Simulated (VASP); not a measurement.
Crystal: Cu.

```
CELL_PARAMETERS angstrom
2.72209 0.00000 0.00000
-1.36105 2.35740 0.00000
0.00000 0.00000 4.44514
ATOMIC_POSITIONS crystal
Cu 0.33333 0.66667 0.25000
Cu 0.66667 0.33333 0.75000
```

Base run:

```yaml
Program: VASP 6.6.1
Functional: PBE
Dispersion: D4
Potentials_or_basis: VASP PAW PBE potentials, release 64 (Cu)
Cutoff: 520 eV
k_mesh: 24 × 24 × 12
Occupations: gaussian, width 0.1 eV
Spin: no spin polarisation
```

Its results: band gap on the k mesh zero (band 11 reaches 9.13 eV, above the bottom of band 12 at 3.76 eV); pressure -20.3 GPa.

Task: The run is repeated on the same cell with these changes: dispersion from D4 to none. What comes out?

Result: Band gap on the k mesh zero (band 11 reaches 9.13 eV, above the bottom of band 12 at 3.76 eV); pressure -15.3 GPa.

Dispersion adds attraction, which lowers the pressure at fixed volume and, as a term added to the energy, leaves the levels alone.

Caveats: pairwise dispersion overbinds metals, which lowers pressure and volume (some runs).
